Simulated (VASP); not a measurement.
# AgCl (Pm-3m) in VASP: settings compared

The runs below take AgCl through single point, with PBE, HSE06.

Everything below comes from runs of VASP 6.6.1. Logs are shortened: lines on timing, memory, paths and dates and some standing lists are left out, and cuts for length are marked.

## (1) The cell of the first run

It takes space group Pm-3m (No. 221, cubic). Conventional cell: a = 3.396 Å, b = 3.396 Å, c = 3.396 Å, α = 90.00°, β = 90.00°, γ = 90.00°. Ag (site symmetry m-3m) has 8 Cl at 2.94 Å and 6 Ag at 3.40 Å within 3.9 Å. Within 3.9 Å of Cl (site symmetry m-3m) lie 8 Ag at 2.94 Å and 6 Cl at 3.40 Å.

## (2) Single point, PBE

The input, INCAR:

```
  PREC = Accurate
  ENCUT = 520
  EDIFF = 1E-6
  ISMEAR = 0
  SIGMA = 0.01
  LREAL = False
  LASPH = True
  NELM = 80
  ALGO = Normal
  ISIF = 2
  LWAVE = False
  LCHARG = False
  GGA = PE
  NBANDS = 16
```

The input, KPOINTS:

```
Automatic mesh
0
Gamma
  6 6 6
```

The input, POSCAR:

```
AgCl
1.0
    3.3955880382      0.0000000000      0.0000000000
    0.0000000000      3.3955880382      0.0000000000
    0.0000000000      0.0000000000      3.3955880382
Ag Cl
1 1
Direct
    0.0000000000      0.0000000000      0.0000000000
    0.5000000000      0.5000000000      0.5000000000
```

Potentials or basis: VASP PAW PBE potentials, release 64 (Ag, Cl).

The run is started by

```bash
$ cat potpaw_PBE.64/Ag/POTCAR potpaw_PBE.64/Cl/POTCAR > POTCAR
$ mpirun -np 1 vasp_std > vasp.out
```

OUTCAR:

```text
PREC = Accurate
   ENCUT = 520
   EDIFF = 1E-6
   ISMEAR = 0
   LREAL = False
   LASPH = True
   NELM = 80
   ISIF = 2
   GGA = PE

 ion  position               nearest neighbor table
   1  0.000  0.000  0.000-   2 2.94   2 2.94   2 2.94   2 2.94   2 2.94   2 2.94   2 2.94   2 2.94

   2  0.500  0.500  0.500-   1 2.94   1 2.94   1 2.94   1 2.94   1 2.94   1 2.94   1 2.94   1 2.94

  LATTYP: Found a simple cubic cell.
 ALAT       =     3.3955880382

  Lattice vectors:

 A1 = (   3.3955880382,   0.0000000000,   0.0000000000)
 A2 = (   0.0000000000,   3.3955880382,   0.0000000000)
 A3 = (   0.0000000000,   0.0000000000,   3.3955880382)

Analysis of symmetry for initial positions (statically):
=====================================================================
 Subroutine PRICEL returns:
 Original cell was already a primitive cell.

 Routine SETGRP: Setting up the symmetry group for a
 simple cubic supercell.

 Subroutine GETGRP returns: Found 48 space group operations
 (whereof 48 operations were pure point group operations)
 out of a pool of 48 trial point group operations.

The static configuration has the point symmetry O_h .

Analysis of symmetry for dynamics (positions and initial velocities):
=====================================================================
 Subroutine PRICEL returns:
 Original cell was already a primitive cell.

 Routine SETGRP: Setting up the symmetry group for a
 simple cubic supercell.

 Subroutine GETGRP returns: Found 48 space group operations
 (whereof 48 operations were pure point group operations)
 out of a pool of 48 trial point group operations.

The dynamic configuration has the point symmetry O_h .

 Subroutine INISYM returns: Found 48 space group operations
 (whereof 48 operations are pure point group operations),
 and found     1 'primitive' translations

----------------------------------------------------------------------------------------

                                     Primitive cell

  volume of cell :      39.1512

  direct lattice vectors                    reciprocal lattice vectors
     3.395588038  0.000000000  0.000000000     0.294499801  0.000000000  0.000000000
     0.000000000  3.395588038  0.000000000     0.000000000  0.294499801  0.000000000
     0.000000000  0.000000000  3.395588038     0.000000000  0.000000000  0.294499801

  length of vectors
     3.395588038  3.395588038  3.395588038     0.294499801  0.294499801  0.294499801

  position of ions in fractional coordinates (direct lattice)
     0.000000000  0.000000000  0.000000000
     0.500000000  0.500000000  0.500000000

  ion indices of the primitive-cell ions
   primitive index   ion index
                 1           1
                 2           2

----------------------------------------------------------------------------------------

 KPOINTS: Automatic mesh

Automatic generation of k-mesh.
 Grid dimensions read from file:
 generate k-points for:    6    6    6

 Generating k-lattice:

  Cartesian coordinates                     Fractional coordinates (reciprocal lattice)
     0.049083300  0.000000000  0.000000000     0.166666667  0.000000000  0.000000000
     0.000000000  0.049083300  0.000000000     0.000000000  0.166666667  0.000000000
     0.000000000  0.000000000  0.049083300     0.000000000  0.000000000  0.166666667

  Length of vectors
     0.049083300  0.049083300  0.049083300

  Shift w.r.t. Gamma in fractional coordinates (k-lattice)
     0.000000000  0.000000000  0.000000000

 Subroutine IBZKPT returns following result:
 ===========================================

 Found     20 irreducible k-points:

 Following reciprocal coordinates:
            Coordinates               Weight
  0.000000  0.000000  0.000000      1.000000
  0.166667  0.000000  0.000000      6.000000
  0.333333  0.000000  0.000000      6.000000
  0.500000  0.000000  0.000000      3.000000
  0.166667  0.166667  0.000000     12.000000
  0.333333  0.166667  0.000000     24.000000
[... 12 lines left out ...]
  0.500000  0.500000  0.333333      6.000000
  0.500000  0.500000  0.500000      1.000000
   k-points           NKPTS =     20   k-points in BZ     NKDIM =     20   number of bands    NBANDS=     16
   number of dos      NEDOS =    301   number of ions     NIONS =      2
   total plane-waves  NPLWV =  21952
   dimension x,y,z NGX =    28 NGY =   28 NGZ =   28
   dimension x,y,z NGXF=    56 NGYF=   56 NGZF=   56
   ions per type =               1   1
   NGX,Y,Z   is equivalent  to a cutoff of  13.71, 13.71, 13.71 a.u.
   NGXF,Y,Z  is equivalent  to a cutoff of  27.42, 27.42, 27.42 a.u.
 SYSTEM =  unknown system
   PREC   = accura    normal or accurate (medium, high low for compatibility)
   ISTART =      0    job   : 0-new  1-cont  2-samecut
   ICHARG =      2    charge: 1-file 2-atom 10-const
   ISPIN  =      1    spin polarized calculation?
   LNONCOLLINEAR =      F non collinear calculations
   LSORBIT =      F    spin-orbit coupling
   LASPH  =      T    aspherical Exc in radial PAW
   ENCUT  =  520.0 eV  38.22 Ry    6.18 a.u.   6.31  6.31  6.31*2*pi/ulx,y,z
   NELM   =     80;   NELMIN=  2; NELMDL= -5     # of ELM steps
   EDIFF  = 0.1E-05   stopping-criterion for ELM
   LREAL  =      F    real-space projection
   EDIFFG = 0.1E-04   stopping-criterion for IOM
   NSW    =      0    number of steps for IOM
   IBRION =     -1    ionic relax: 0-MD 1-quasi-New 2-CG
   NFREE  =      0    steps in history (QN), initial steepest desc. (CG)
   ISIF   =      2    stress and relaxation
   ISYM   =      2    0-nonsym 1-usesym 2-fastsym
   POTIM  = 0.5000    time-step for ionic-motion
   TEBEG  =    0.0;   TEEND  =   0.0 temperature during run
   PSTRESS=    0.0 pullay stress
   NELECT =      18.0000    total number of electrons
   NUPDOWN=      -1.0000    fix difference up-down
   EMIN   =  10.00;   EMAX   =-10.00  energy-range for DOS
   EFERMI =   0.00;   METHOD = LEGACY
   ISMEAR =     0;   SIGMA  =   0.01  broadening in eV -4-tet -1-fermi 0-gaus
   EFERMI_NEDOS =   21; number of points for ismear=-14 and -15
   IALGO  =     38    algorithm
   IMIX   =      4    mixing-type and parameters
     AMIX     =   0.40;   BMIX     =  1.00
     AMIX_MAG =   1.60;   BMIX_MAG =  1.00
  volume/ion in A,a.u.               =      19.58       132.10
  Fermi-wavevector in a.u.,A,eV,Ry     =   1.263525  2.387717 21.721655  1.596497
  Thomas-Fermi vector in A             =   2.396878
   LORBIT       =      0    0 simple, 1 ext, 2 COOP (PROOUT), +10 PAW based schemes
   GGA     = PE    functional components
   LHFCALC =     F    Hartree Fock is set to
   AEXX    =    0.0000 exact exchange contribution
   IVDW    =     0    specifies the selected vdW correction
   LEPSILON=     F    determine dielectric tensor
   LRPA    =     F    only Hartree local field effects (RPA)
 non-spin polarized calculation
 Gauss-broadening in eV      SIGMA  =   0.01
  energy-cutoff  :      520.00
  volume of cell :       39.15
 maximum number of plane-waves:      1068
 NGX is ok and might be reduce to    28
   NGX = 13   NGY = 13   NGZ = 13

 number of electron      18.0000002 magnetization

 Free energy of the ion-electron system (eV)
  ---------------------------------------------------
  ext. energy  EPLUGINS =         0.00000000
  ---------------------------------------------------
  free energy    TOTEN  =        -5.11459163 eV

  energy without entropy =       -5.11459163  energy(sigma->0) =       -5.11459163

 E-fermi :   4.4270     XC(G=0): -10.5650

 val. band max:        4.3121666086   @ k =   0.5000   0.0000   0.0000
 cond. band min:       4.8958036606   @ k =   0.0000   0.0000   0.0000
 fundamental gap:      0.5836370521
 Fermi energy:         4.4269592021

 k-point     1 :       0.0000    0.0000    0.0000
  band No.  band energies     occupation
      1     -10.4686      2.00000
      2       1.4535      2.00000
      3       1.4535      2.00000
      4       2.4605      2.00000
      5       2.4605      2.00000
      6       2.4605      2.00000
[... 8 lines left out ...]
     15      18.2277      0.00000
     16      20.7874      0.00000

 k-point     2 :       0.1667    0.0000    0.0000
  band No.  band energies     occupation
      1     -10.3518      2.00000
      2       0.9436      2.00000
      3       1.4925      2.00000
      4       1.9109      2.00000
      5       1.9109      2.00000
      6       2.2306      2.00000
[... 8 lines left out ...]
     15      17.7293      0.00000
     16      20.6721      0.00000

 k-point     3 :       0.3333    0.0000    0.0000
  band No.  band energies     occupation
      1     -10.0982      2.00000
      2      -0.3875      2.00000
      3       1.4706      2.00000
      4       1.4706      2.00000
      5       1.5720      2.00000
      6       2.5015      2.00000
[... 8 lines left out ...]
     15      19.4970      0.00000
     16      20.4467      0.00000

 k-point     4 :       0.5000    0.0000    0.0000
  band No.  band energies     occupation
      1      -9.9594      2.00000
      2      -0.9619      2.00000
      3       1.3144      2.00000
      4       1.3144      2.00000
      5       1.6127      2.00000
      6       2.5153      2.00000
[... 8 lines left out ...]
     15      20.2728      0.00000
     16      20.3364      0.00000

 k-point     5 :       0.1667    0.1667    0.0000
  band No.  band energies     occupation
      1     -10.2434      2.00000
      2       0.8306      2.00000
      3       1.2048      2.00000
      4       1.7366      2.00000
      5       1.8128      2.00000
      6       2.3833      2.00000
[... 8 lines left out ...]
     15      18.5213      0.00000
     16      19.5918      0.00000

 k-point     6 :       0.3333    0.1667    0.0000
  band No.  band energies     occupation
      1     -10.0098      2.00000
      2      -0.1836      2.00000
      3       1.1891      2.00000
      4       1.5778      2.00000
      5       1.7323      2.00000
      6       2.3888      2.00000
[... 8 lines left out ...]
     15      19.4125      0.00000
     16      19.7057      0.00000

 k-point     7 :       0.5000    0.1667    0.0000
  band No.  band energies     occupation
      1      -9.8830      2.00000
      2      -0.6875      2.00000
      3       1.1627      2.00000
      4       1.4657      2.00000
      5       1.7111      2.00000
      6       2.4197      2.00000
[... 8 lines left out ...]
     15      19.5300      0.00000
     16      21.2778      0.00000

 k-point     8 :       0.3333    0.3333    0.0000
  band No.  band energies     occupation
      1      -9.8220      2.00000
      2       0.1345      2.00000
      3       0.7418      2.00000
      4       1.7934      2.00000
      5       1.8355      2.00000
      6       2.2290      2.00000
[... 8 lines left out ...]
     15      18.4592      0.00000
     16      20.0667      0.00000

 k-point     9 :       0.5000    0.3333    0.0000
  band No.  band energies     occupation
      1      -9.7219      2.00000
      2       0.0063      2.00000
      3       0.7751      2.00000
      4       1.8170      2.00000
      5       1.8556      2.00000
      6       2.2383      2.00000
[... 8 lines left out ...]
     15      18.4900      0.00000
     16      21.0292      0.00000
[... 96 lines left out ...]
 k-point    15 :       0.5000    0.3333    0.1667
  band No.  band energies     occupation
      1      -9.6330      2.00000
      2       0.0053      2.00000
      3       0.4939      2.00000
      4       1.6664      2.00000
      5       1.9728      2.00000
      6       2.3282      2.00000
[... 8 lines left out ...]
     15      18.4718      0.00000
     16      19.8659      0.00000

 k-point    16 :       0.5000    0.5000    0.1667
  band No.  band energies     occupation
      1      -9.5429      2.00000
      2       0.2621      2.00000
      3       0.2621      2.00000
      4       1.3366      2.00000
      5       1.9575      2.00000
      6       2.6455      2.00000
[... 8 lines left out ...]
     15      19.4905      0.00000
     16      19.4905      0.00000

 k-point    17 :       0.3333    0.3333    0.3333
  band No.  band energies     occupation
      1      -9.5445      2.00000
      2       0.2405      2.00000
      3       0.2405      2.00000
      4       0.7262      2.00000
      5       2.3842      2.00000
      6       2.3842      2.00000
[... 8 lines left out ...]
     15      18.4060      0.00000
     16      19.2222      0.00000

 k-point    18 :       0.5000    0.3333    0.3333
  band No.  band energies     occupation
      1      -9.4434      2.00000
      2      -0.0470      2.00000
      3       0.1209      2.00000
      4       0.6174      2.00000
      5       2.4072      2.00000
      6       2.5620      2.00000
[... 8 lines left out ...]
     15      18.9462      0.00000
     16      20.7323      0.00000

 k-point    19 :       0.5000    0.5000    0.3333
  band No.  band energies     occupation
      1      -9.3419      2.00000
      2      -0.0874      2.00000
      3      -0.0874      2.00000
      4       0.2391      2.00000
      5       2.5071      2.00000
      6       2.7948      2.00000
[... 8 lines left out ...]
     15      21.3024      0.00000
     16      21.3024      0.00000

 k-point    20 :       0.5000    0.5000    0.5000
  band No.  band energies     occupation
      1      -9.2337      2.00000
      2      -0.2218      2.00000
      3      -0.2218      2.00000
      4      -0.2218      2.00000
      5       2.7996      2.00000
      6       2.7996      2.00000
[... 8 lines left out ...]
     15      22.0853      0.00000
     16      22.0853      0.00000

------------------------ aborting loop because EDIFF is reached ----------------------------------------

  FORCE on cell =-STRESS in cart. coord.  units (eV):
  Direction    XX          YY          ZZ          XY          YZ          ZX
  --------------------------------------------------------------------------------------
  -------------------------------------------------------------------------------------
  Total        0.3605887      0.3605887      0.3605887      0.0000000     -0.0000000     -0.0000000
  in kB       14.7563059     14.7563059     14.7563059      0.0000000     -0.0000000     -0.0000000
  external PRESSURE =      14.7563059 kB  Pullay stress =       0.0000000 kB

 VOLUME and BASIS-vectors are now :
 -----------------------------------------------------------------------------
  energy-cutoff  :      520.00
  volume of cell :       39.15
      direct lattice vectors                 reciprocal lattice vectors
     3.395588038  0.000000000  0.000000000     0.294499801  0.000000000  0.000000000
     0.000000000  3.395588038  0.000000000     0.000000000  0.294499801  0.000000000
     0.000000000  0.000000000  3.395588038     0.000000000  0.000000000  0.294499801

 POSITION                                       TOTAL-FORCE (eV/Angst)
 -----------------------------------------------------------------------------------
      0.00000      0.00000      0.00000         0.000000      0.000000      0.000000
      1.69779      1.69779      1.69779         0.000000      0.000000      0.000000
 -----------------------------------------------------------------------------------
    total drift:                               -0.000000      0.000000      0.000000

  FREE ENERGIE OF THE ION-ELECTRON SYSTEM (eV)
  ---------------------------------------------------
  free  energy   TOTEN  =        -5.1145916337 eV

  energy  without entropy=       -5.1145916337  energy(sigma->0) =       -5.11459163
```

Wall time 18 s (1 thread of Oxide Virtual Turin-like, shared host); peak memory 0.13 GiB.

Results:

| Property | Result |
| --- | --- |
| Free energy | -5.1146 eV |
| Pressure | 1.5 GPa |
| Band gap on the k mesh | 0.58 eV, indirect (least direct gap 2.19 eV) |

Levels at points of the mesh, in eV from the valence-band top:
```csv
k point,band 5,band 6,band 7,band 8,band 9,band 10,band 11,band 12,band 13,band 14
"(0.00, 0.00, 0.00)",-1.85,-1.85,-1.61,-1.61,-1.61,0.58,9.40,9.40,13.92,13.92
"(0.50, 0.00, 0.00)",-2.70,-1.80,-1.47,0.00,0.00,4.92,5.67,9.30,10.02,10.02
"(0.50, 0.50, 0.00)",-2.17,-2.16,-2.16,-1.53,-0.95,2.78,9.07,9.07,10.65,13.79
"(0.50, 0.50, 0.50)",-1.51,-1.51,-0.17,-0.17,-0.17,4.69,4.69,4.69,6.92,17.77
```

A k mesh can miss the band edges.

## (3) Single point, HSE06

POSCAR is that of step 2.

The input, INCAR.step1:

```
SYSTEM = AgCl
  ALGO = Normal
  EDIFF = 1E-5
  ENCUT = 520
  GGA = PE
  ISIF = 2
  ISMEAR = 0
  LASPH = .True.
  LCHARG = .False.
  LREAL = .False.
  LWAVE = .True.
  NBANDS = 16
  NELM = 100
  PREC = Accurate
  SIGMA = 0.01
```

The input, INCAR.step2:

```
SYSTEM = AgCl
  ALGO = Normal
  EDIFF = 1E-6
  ENCUT = 520
  GGA = PE
  HFSCREEN = 0.2079
  ISIF = 2
  ISMEAR = 0
  ISTART = 1
  LASPH = .True.
  LCHARG = .False.
  LHFCALC = .True.
  LREAL = .False.
  LWAVE = .False.
  NBANDS = 16
  NELM = 100
  PREC = Accurate
  PRECFOCK = Normal
  SIGMA = 0.01
```

The input, KPOINTS:

```
k-points
0
Gamma
  4 4 4
  0 0 0
```

Potentials or basis: VASP PAW PBE potentials, release 64 (Ag, Cl).

The run is started by

```bash
$ cat potpaw_PBE.64/Ag/POTCAR potpaw_PBE.64/Cl/POTCAR > POTCAR
$ cp INCAR.step1 INCAR
$ mpirun -np 1 vasp_std > vasp.out
$ cp INCAR.step2 INCAR
$ mpirun -np 1 vasp_std > vasp.out
```

OUTCAR:

```text
SYSTEM = AgCl
   EDIFF = 1E-6
   ENCUT = 520
   GGA = PE
   HFSCREEN = 0.2079
   ISIF = 2
   ISMEAR = 0
   ISTART = 1
   LASPH = .True.
   LHFCALC = .True.
   LREAL = .False.
   NELM = 100
   PREC = Accurate
   PRECFOCK = Normal

 ion  position               nearest neighbor table
   1  0.000  0.000  0.000-   2 2.94   2 2.94   2 2.94   2 2.94   2 2.94   2 2.94   2 2.94   2 2.94

   2  0.500  0.500  0.500-   1 2.94   1 2.94   1 2.94   1 2.94   1 2.94   1 2.94   1 2.94   1 2.94

  LATTYP: Found a simple cubic cell.
[... 374 lines left out ...]

  FORCE on cell =-STRESS in cart. coord.  units (eV):
  Direction    XX          YY          ZZ          XY          YZ          ZX
  --------------------------------------------------------------------------------------
  -------------------------------------------------------------------------------------
  Total        0.3222721      0.3222721      0.3222721     -0.0000000      0.0000000      0.0000000
  in kB       13.1882856     13.1882856     13.1882856     -0.0000000      0.0000000      0.0000000
  external PRESSURE =      13.1882856 kB  Pullay stress =       0.0000000 kB

 VOLUME and BASIS-vectors are now :
 -----------------------------------------------------------------------------
  energy-cutoff  :      520.00
  volume of cell :       39.15
      direct lattice vectors                 reciprocal lattice vectors
     3.395588038  0.000000000  0.000000000     0.294499801  0.000000000  0.000000000
     0.000000000  3.395588038  0.000000000     0.000000000  0.294499801  0.000000000
     0.000000000  0.000000000  3.395588038     0.000000000  0.000000000  0.294499801

 POSITION                                       TOTAL-FORCE (eV/Angst)
 -----------------------------------------------------------------------------------
      0.00000      0.00000      0.00000         0.000000      0.000000      0.000000
      1.69779      1.69779      1.69779         0.000000      0.000000      0.000000
 -----------------------------------------------------------------------------------
    total drift:                                0.000001      0.000001      0.000001

  FREE ENERGIE OF THE ION-ELECTRON SYSTEM (eV)
  ---------------------------------------------------
  free  energy   TOTEN  =        -6.3278687751 eV

  energy  without entropy=       -6.3278687751  energy(sigma->0) =       -6.32786878
```

Run time: 7.2 min. Hardware: 1 thread of Oxide Virtual Turin-like, shared host; peak memory 0.24 GiB.

Results:

| Item | Value |
| --- | --- |
| Free energy | -6.3279 eV |
| Pressure | 1.3 GPa |
| Band gap on the k mesh | 2.01 eV, indirect (least direct gap 3.58 eV) |

Caveat: the k points lie up to 0.46 Å⁻¹ apart; the PAW data sets were made with another functional, which shifts forces and pressure a little. A k mesh can miss the band edges.
